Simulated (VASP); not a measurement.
# Si (Fm-3m) in VASP: notebook

The runs below take Si through relaxation of cell and atoms, with PBE.

Program: VASP 6.6.1. These are calculated values, not measurements. Logs are shortened: lines on timing, memory, paths and dates and some standing lists are left out, and cuts for length are marked.

## (1) The cell of the first run

The structure is cubic, space group Fm-3m (No. 225). Conventional cell: a = 3.717 Å, b = 3.717 Å, c = 3.717 Å, α = 90.00°, β = 90.00°, γ = 90.00°. Within 3.5 Å of Si (site symmetry m-3m) lie 12 Si at 2.63 Å.

This isn't the form of Si at room conditions, which is diamond.

## (2) Relaxation of cell and atoms, PBE, target pressure 13 GPa, at which the enthalpy is minimised

File INCAR:

```
ALGO = Normal
EDIFF = 1E-7
EDIFFG = -0.005
ENCUT = 600
GGA = PE
IBRION = 2
ISIF = 3
ISMEAR = -1
LASPH = True
LCHARG = False
LREAL = False
LWAVE = False
NELM = 80
NSW = 60
PREC = Accurate
PSTRESS = 130.0
SIGMA = 0.08
```

File KPOINTS:

```
k-points
0
Gamma
  17 17 17
```

File POSCAR:

```
Si
1.0
    0.0000000000      1.8585686845      1.8585686845
    1.8585686845      0.0000000000      1.8585686845
    1.8585686845      1.8585686845      0.0000000000
Si
1
Direct
    0.0000000000      0.0000000000      0.0000000000
```

Potentials or basis: VASP PAW PBE potentials, release 64 (Si).

Run with:

```sh
cat potpaw_PBE.64/Si/POTCAR > POTCAR
mpirun -np 1 vasp_std > vasp.out
```

OUTCAR:

```text
EDIFF = 1E-7
   EDIFFG = -0.005
   ENCUT = 600
   GGA = PE
   IBRION = 2
   ISIF = 3
   ISMEAR = -1
   LASPH = True
   LREAL = False
   NELM = 80
   NSW = 60
   PREC = Accurate
   PSTRESS = 130.0

 ion  position               nearest neighbor table
   1  0.000  0.000  0.000-

  LATTYP: Found a face centered cubic cell.
 ALAT       =     3.7171373690

  Lattice vectors:

 A1 = (   0.0000000000,   1.8585686845,   1.8585686845)
 A2 = (   1.8585686845,   0.0000000000,   1.8585686845)
 A3 = (   1.8585686845,   1.8585686845,   0.0000000000)

Analysis of symmetry for initial positions (statically):
=====================================================================
 Subroutine PRICEL returns:
 Original cell was already a primitive cell.

 Routine SETGRP: Setting up the symmetry group for a
 face centered cubic supercell.

 Subroutine GETGRP returns: Found 48 space group operations
 (whereof 48 operations were pure point group operations)
 out of a pool of 48 trial point group operations.

The static configuration has the point symmetry O_h .

Analysis of symmetry for dynamics (positions and initial velocities):
=====================================================================
 Subroutine PRICEL returns:
 Original cell was already a primitive cell.

 Routine SETGRP: Setting up the symmetry group for a
 face centered cubic supercell.

 Subroutine GETGRP returns: Found 48 space group operations
 (whereof 48 operations were pure point group operations)
 out of a pool of 48 trial point group operations.

The dynamic configuration has the point symmetry O_h .

 Subroutine INISYM returns: Found 48 space group operations
 (whereof 48 operations are pure point group operations),
 and found     1 'primitive' translations

----------------------------------------------------------------------------------------

                                     Primitive cell

  volume of cell :      12.8400

  direct lattice vectors                    reciprocal lattice vectors
     0.000000000  1.858568685  1.858568685    -0.269024225  0.269024225  0.269024225
     1.858568685  0.000000000  1.858568685     0.269024225 -0.269024225  0.269024225
     1.858568685  1.858568685  0.000000000     0.269024225  0.269024225 -0.269024225

  length of vectors
     2.628413040  2.628413040  2.628413040     0.465963626  0.465963626  0.465963626

  position of ions in fractional coordinates (direct lattice)
     0.000000000  0.000000000  0.000000000

  ion indices of the primitive-cell ions
   primitive index   ion index
                 1           1

----------------------------------------------------------------------------------------

 KPOINTS: k-points

Automatic generation of k-mesh.
 Grid dimensions read from file:
 generate k-points for:   17   17   17

 Generating k-lattice:

  Cartesian coordinates                     Fractional coordinates (reciprocal lattice)
    -0.015824954  0.015824954  0.015824954     0.058823529  0.000000000  0.000000000
     0.015824954 -0.015824954  0.015824954     0.000000000  0.058823529  0.000000000
     0.015824954  0.015824954 -0.015824954     0.000000000  0.000000000  0.058823529

  Length of vectors
     0.027409625  0.027409625  0.027409625

  Shift w.r.t. Gamma in fractional coordinates (k-lattice)
     0.000000000  0.000000000  0.000000000

 Subroutine IBZKPT returns following result:
 ===========================================

 Found    165 irreducible k-points:

 Following reciprocal coordinates:
            Coordinates               Weight
[... 38 lines left out ...]
   LNONCOLLINEAR =      F non collinear calculations
   LSORBIT =      F    spin-orbit coupling
   LASPH  =      T    aspherical Exc in radial PAW
   ENCUT  =  600.0 eV  44.10 Ry    6.64 a.u.   5.25  5.25  5.25*2*pi/ulx,y,z
   NELM   =     80;   NELMIN=  2; NELMDL= -5     # of ELM steps
   EDIFF  = 0.1E-06   stopping-criterion for ELM
   LREAL  =      F    real-space projection
   EDIFFG = -.5E-02   stopping-criterion for IOM
   NSW    =     60    number of steps for IOM
   IBRION =      2    ionic relax: 0-MD 1-quasi-New 2-CG
   NFREE  =      1    steps in history (QN), initial steepest desc. (CG)
   ISIF   =      3    stress and relaxation
   ISYM   =      2    0-nonsym 1-usesym 2-fastsym
   POTIM  = 0.5000    time-step for ionic-motion
   TEBEG  =    0.0;   TEEND  =   0.0 temperature during run
   PSTRESS=  130.0 pullay stress
   NELECT =       4.0000    total number of electrons
   NUPDOWN=      -1.0000    fix difference up-down
   EMIN   =  10.00;   EMAX   =-10.00  energy-range for DOS
   EFERMI =   0.00;   METHOD = LEGACY
   ISMEAR =    -1;   SIGMA  =   0.08  broadening in eV -4-tet -1-fermi 0-gaus
   EFERMI_NEDOS =   21; number of points for ismear=-14 and -15
   IALGO  =     38    algorithm
   IMIX   =      4    mixing-type and parameters
     AMIX     =   0.40;   BMIX     =  1.00
     AMIX_MAG =   1.60;   BMIX_MAG =  1.00
  volume/ion in A,a.u.               =      12.84        86.65
  Fermi-wavevector in a.u.,A,eV,Ry     =   1.109787  2.097193 16.757299  1.231627
  Thomas-Fermi vector in A             =   2.246331
   LORBIT       =      0    0 simple, 1 ext, 2 COOP (PROOUT), +10 PAW based schemes
   GGA     = PE    functional components
   LHFCALC =     F    Hartree Fock is set to
   AEXX    =    0.0000 exact exchange contribution
   IVDW    =     0    specifies the selected vdW correction
   LEPSILON=     F    determine dielectric tensor
   LRPA    =     F    only Hartree local field effects (RPA)
 conjugate gradient relaxation of ions
 non-spin polarized calculation
  energy-cutoff  :      600.00
  volume of cell :       12.84
 maximum number of plane-waves:       444
 NGX is ok and might be reduce to    24
   NGX = 11   NGY = 11   NGZ = 11

--------------------------------------- Ionic step        1  -------------------------------------------

 number of electron       4.0000000 magnetization

 Free energy of the ion-electron system (eV)
  ---------------------------------------------------
  ext. energy  EPLUGINS =         0.00000000
  ---------------------------------------------------
  free energy    TOTEN  =        -4.83073646 eV

  energy without entropy =       -4.82145350  energy(sigma->0) =       -4.82609498

------------------------ aborting loop because EDIFF is reached ----------------------------------------

  FORCE on cell =-STRESS in cart. coord.  units (eV):
  Direction    XX          YY          ZZ          XY          YZ          ZX
  --------------------------------------------------------------------------------------
  -------------------------------------------------------------------------------------
  Total        1.0351249      1.0351249      1.0351249      0.0000000     -0.0000000      0.0000000
  in kB      129.1628117    129.1628117    129.1628117      0.0000000     -0.0000000      0.0000000
  external PRESSURE =      -0.8371883 kB  Pullay stress =     130.0000000 kB

 VOLUME and BASIS-vectors are now :
 -----------------------------------------------------------------------------
  energy-cutoff  :      600.00
  volume of cell :       12.84
      direct lattice vectors                 reciprocal lattice vectors
     0.000000000  1.858568685  1.858568685    -0.269024225  0.269024225  0.269024225
     1.858568685  0.000000000  1.858568685     0.269024225 -0.269024225  0.269024225
     1.858568685  1.858568685  0.000000000     0.269024225  0.269024225 -0.269024225

 POSITION                                       TOTAL-FORCE (eV/Angst)
 -----------------------------------------------------------------------------------
      0.00000      0.00000      0.00000         0.000000     -0.000000     -0.000000
 -----------------------------------------------------------------------------------
    total drift:                                0.000000     -0.000000     -0.000000

  FREE ENERGIE OF THE ION-ELECTRON SYSTEM (eV)
  ---------------------------------------------------
  free  energy   TOTEN  =        -4.8307364636 eV

  energy  without entropy=       -4.8214535011  energy(sigma->0) =       -4.82609498

  enthalpy is  TOTEN    =        -3.7889022593 eV   P V=        1.0418342043

--------------------------------------- Ionic step        2  -------------------------------------------

 number of electron       4.0000000 magnetization

 Free energy of the ion-electron system (eV)
  ---------------------------------------------------
  ext. energy  EPLUGINS =         0.00000000
  ---------------------------------------------------
  free energy    TOTEN  =        -4.82972608 eV

  energy without entropy =       -4.82044712  energy(sigma->0) =       -4.82508660

 E-fermi :  11.8992     XC(G=0): -11.6892

 val. band max:       11.8138918403   @ k =  -0.4118   0.3529   0.1176
 cond. band min:      11.9003963117   @ k =  -0.4118   0.4706   0.0588
 fundamental gap:      0.0865044714
 Fermi energy:        11.8991641330

 k-point     1 :       0.0000    0.0000    0.0000
  band No.  band energies     occupation
      1      -3.7782      2.00000
      2      24.2474      0.00000
      3      24.2474      0.00000
      4      24.2474      0.00000
      5      24.5214      0.00000
      6      24.5214      0.00000
[... 199 lines left out ...]
 k-point    24 :      -0.1176    0.0588    0.0000
  band No.  band energies     occupation
      1      -3.0867      2.00000
      2      18.3610      0.00000
      3      20.4908      0.00000
      4      23.8485      0.00000
      5      25.6935      0.00000
      6      26.6952      0.00000

 [... further k-points ...]
[... 5 lines left out ...]
  --------------------------------------------------------------------------------------
  -------------------------------------------------------------------------------------
  Total        1.0449259      1.0449259      1.0449259     -0.0000000      0.0000000     -0.0000000
  in kB      130.5124663    130.5124663    130.5124663     -0.0000000      0.0000000     -0.0000000
  external PRESSURE =       0.5124663 kB  Pullay stress =     130.0000000 kB

 VOLUME and BASIS-vectors are now :
 -----------------------------------------------------------------------------
  energy-cutoff  :      600.00
  volume of cell :       12.83
      direct lattice vectors                 reciprocal lattice vectors
    -0.000000000  1.857967112  1.857967112    -0.269111330  0.269111330  0.269111330
     1.857967112 -0.000000000  1.857967112     0.269111330 -0.269111330  0.269111330
     1.857967112  1.857967112  0.000000000     0.269111330  0.269111330 -0.269111330

 POSITION                                       TOTAL-FORCE (eV/Angst)
 -----------------------------------------------------------------------------------
     -0.00000      1.85797      1.85797         0.000000      0.000000      0.000000
 -----------------------------------------------------------------------------------
    total drift:                                0.000000      0.000000     -0.000000

  FREE ENERGIE OF THE ION-ELECTRON SYSTEM (eV)
  ---------------------------------------------------
  free  energy   TOTEN  =        -4.8297260849 eV

  energy  without entropy=       -4.8204471228  energy(sigma->0) =       -4.82508660

  enthalpy is  TOTEN    =        -3.7889032014 eV   P V=        1.0408228836

 reached required accuracy - stopping structural energy minimisation
```

It took 12 s on 1 thread of Intel Xeon 8259CL, shared host; peak memory 0.14 GiB.

Results:

```
Free energy                                                : -4.8297 eV
Relaxed volume                                             : 12.83 Å³/atom
Relaxed cell                                               : a = 2.628 Å, b = 2.628 Å, c = 2.628 Å, α = 60.00°, β = 60.00°, γ = 60.00°
Space group after relaxing (to 0.1 Å)                      : Fm-3m (No. 225)
Energy change on relaxing (the run minimises the enthalpy) : +1.0 meV/atom
Ionic steps                                                : 2
Pressure after relaxing                                    : 13.1 GPa
Band gap on the k mesh                                     : zero (bands 2 and 3 overlap by 15.79 eV)
```

The path:
| step | energy change (eV) | largest force (eV/Å) | pressure (GPa) | volume (Å³) |
| --- | --- | --- | --- | --- |
| 1 | 0.0000 | 0.0000 | 12.92 | 12.84 |
| 2 | 0.0010 | 0.0000 | 13.05 | 12.83 |

Final structure:
```
Si
1.0
     0.00000    1.85797    1.85797
     1.85797    0.00000    1.85797
     1.85797    1.85797    0.00000
Si
1
Direct
  0.00000 0.00000 0.00000
```

Levels at points of the mesh, in eV from the Fermi level:
```tsv
k point	band 1	band 2	band 3	band 4	band 5	band 6
(0.00, 0.00, 0.00)	-15.68	12.35	12.35	12.35	12.62	12.62
```

Caveat: the cell is relaxed towards a set pressure, so the run minimises the enthalpy, not the energy.

## (3) Relaxation of cell and atoms, PBE, target pressure 13 GPa, at which the enthalpy is minimised

File INCAR:

```
SYSTEM = Si
  PREC = Accurate
  ENCUT = 600
  EDIFF = 1E-6
  ISMEAR = -1
  SIGMA = 0.08
  LREAL = .FALSE.
  LASPH = .TRUE.
  NELM = 80
  ALGO = Normal
  ISIF = 3
  LWAVE = .FALSE.
  LCHARG = .FALSE.
  GGA = PE
  IBRION = 2
  NSW = 32
  EDIFFG = -0.005
  PSTRESS = 130.0
```

File KPOINTS:

```
Automatic mesh
0
G
  17 17 17
  0 0 0
```

POSCAR is that of step 2.

Potentials or basis: VASP PAW PBE potentials, release 64 (Si).

Run with:

```sh
cat potpaw_PBE.64/Si/POTCAR > POTCAR
mpirun -np 1 vasp_std > vasp.out
```

It took 13 s on 1 thread of Intel Xeon 8259CL, shared host; peak memory 0.14 GiB.

It converged, with:

```
Free energy                                                : -4.8297 eV
Relaxed volume                                             : 12.83 Å³/atom
Relaxed cell                                               : a = 2.628 Å, b = 2.628 Å, c = 2.628 Å, α = 60.00°, β = 60.00°, γ = 60.00°
Space group after relaxing (to 0.1 Å)                      : Fm-3m (No. 225)
Energy change on relaxing (the run minimises the enthalpy) : +1.0 meV/atom
Ionic steps                                                : 2
Pressure after relaxing                                    : 13.0 GPa
Band gap on the k mesh                                     : zero (bands 2 and 3 overlap by 15.79 eV)
```

The path:
| step | energy change (eV) | largest force (eV/Å) | pressure (GPa) | volume (Å³) |
| --- | --- | --- | --- | --- |
| 1 | 0.0000 | 0.0000 | 12.92 | 12.84 |
| 2 | 0.0010 | 0.0000 | 13.02 | 12.83 |

Final structure:
```
Si
1.0
     0.00000    1.85797    1.85797
     1.85797    0.00000    1.85797
     1.85797    1.85797    0.00000
Si
1
Direct
  0.00000 0.00000 0.00000
```

Levels at points of the mesh, in eV from the Fermi level:
| k point | band 1 | band 2 | band 3 | band 4 | band 5 |
| --- | --- | --- | --- | --- | --- |
| (0.00, 0.00, 0.00) | -15.68 | 12.35 | 12.35 | 12.35 | 12.62 |

Caveat: the cell is relaxed towards a set pressure, so the run minimises the enthalpy, not the energy.
